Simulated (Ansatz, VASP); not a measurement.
PbSe: VASP beside Ansatz

The input INCAR:

```
SYSTEM = PbSe
ALGO = Normal ; EDIFF = 1E-6
ENCUT = 520 ; GGA = PE
ISIF = 2 ; ISMEAR = 0
IVDW = 12 ; LASPH = .TRUE.
LCHARG = .FALSE. ; LREAL = .FALSE.
LWAVE = .FALSE. ; NBANDS = 17
NELM = 60 ; PREC = Accurate
SIGMA = 0.03
```

The input KPOINTS:

```
k-points
0
G
  10 10 10
  0 0 0
```

POSCAR

```
PbSe
1.0
    0.0000000000      2.9497637440      2.9975499166
    2.9497637440      0.0000000000      2.9975499166
    2.9497637440      2.9497637440      0.0000000000
Pb Se
1 1
Direct
    0.0000000000      0.0000000000      0.0000000000
    0.5000000000      0.5000000000      0.5000000000
```

Input for Ansatz:

```yaml
crystal:
  lattice:
    - [0.0, 2.949763744, 2.9975499166]
    - [2.949763744, 0.0, 2.9975499166]
    - [2.949763744, 2.949763744, 0.0]
  atoms:
    - { symbol: Pb, position: [0.0, 0.0, 0.0] }
    - { symbol: Se, position: [0.5, 0.5, 0.5] }
basis:
  ecutwfc: 420
kpoints:
  mp_grid: { grid: [10, 10, 10] }
hamiltonian:
  xc: pbe
  dispersion: d3bj
scf:
  occupations: { method: gaussian, width: 0.03 }
output:
  forces: true
  stress: true
  eigenvalues: true
```

Alike in both runs: task single point; functional PBE; dispersion D3(BJ); k mesh 10 × 10 × 10; occupations gaussian, width 0.03 eV; no spin polarisation.

```csv
,VASP,Ansatz
version,VASP 6.6.1,Ansatz 0.2.0
potentials or method,"VASP PAW PBE potentials, release 64 (Pb_d, Se), cutoff 520 eV","scalar-relativistic, plane waves, PAW"
valence electrons in the cell,20,30
```

VASP gave:

- gap on the k mesh at the Fermi level (eV): 0.08
- least direct gap on the mesh (eV): 0.08
- pressure (GPa): 6.4
- traceless stress, the component that is largest in VASP (GPa): -2.00

Problem. What did Ansatz give for the same quantities?

Solution. gap on the k mesh at the Fermi level (eV): 0.08; least direct gap on the mesh (eV): 0.08; pressure (GPa): 6.4; traceless stress, the component that is largest in VASP (GPa): -1.99.

VASP's potentials hold 20 valence electrons a cell and Ansatz's 30, so a difference there can come from the potentials and not from the codes.

Spin-orbit coupling is off throughout.
